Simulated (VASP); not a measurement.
Wanted: the native input for a VASP 6.6.1 run.

- Task: single point
- Functional: LDA
- Potentials or basis: VASP PAW LDA potentials, release 64 (Hf_pv, V_sv, F)
- Cutoff: 520 eV
- k mesh: 4 × 4 × 4
- Occupations: gaussian, width 0.05 eV
- Spin: collinear spin, ferromagnetic start
- Starting moments: [0.03, 2.38, 0.01, 0.01, 0.01, 0.01, 0.01, 0.01] μB
- Dipole correction: no
- Further INCAR settings: ALGO = Normal; EDIFF = 1e-06; NBANDS = 46

The structure of HfVF6 lies in POSCAR:

```
HfVF6
1.0
    0.0000000000      4.0209999700      4.0209999700
    4.0209999700      0.0000000000      4.0209999700
    4.0209999700      4.0209999700      0.0000000000
Hf V F
1 1 6
Direct
    0.0000000000      0.0000000000      0.0000000000
    0.5000000000      0.5000000000      0.5000000000
    0.2449100000      0.2449100000      0.7550900000
    0.7550900000      0.7550900000      0.2449100000
    0.7550900000      0.2449100000      0.2449100000
    0.2449100000      0.7550900000      0.7550900000
    0.2449100000      0.7550900000      0.2449100000
    0.7550900000      0.2449100000      0.7550900000
```

The input as run:

INCAR

```
PREC = Accurate
ENCUT = 520
EDIFF = 1E-6
ISMEAR = 0
SIGMA = 0.05
LREAL = False
LASPH = True
NELM = 150
ALGO = Normal
ISIF = 2
LWAVE = False
LCHARG = False
ISPIN = 2
MAGMOM = 0.03 2.38 0.01 0.01 0.01 0.01 0.01 0.01
LORBIT = 11
LMAXMIX = 4
GGA = CA
NBANDS = 46
```

KPOINTS

```
Automatic mesh
0
Gamma
  4 4 4
```

Potentials or basis: VASP PAW LDA potentials, release 64 (Hf_pv, V_sv, F).

Run with:

```bash
$ cat potpaw_LDA.64/Hf_pv/POTCAR potpaw_LDA.64/V_sv/POTCAR potpaw_LDA.64/F/POTCAR > POTCAR
$ mpirun -np 1 vasp_std > vasp.out
```

It gave:

- Pressure: -1.9 GPa
- Largest force: 0.576 eV/Å
- Band gap on the k mesh: 1.28 eV, indirect (least direct gap 1.34 eV)
- Net moment: 3.00 μB per cell
- Site moments: Hf +0.07; V +2.60; F +0.00 μB
- Valence electrons inside the program's atomic spheres: Hf 8.65; V 11.35; F 6.10

Caveat: spin-orbit coupling is left out, which moves the levels of the heavy elements.

Wall time 3.3 min on 1 thread of Oxide Virtual Turin-like Processor (shared host), peak memory 0.24 GiB.
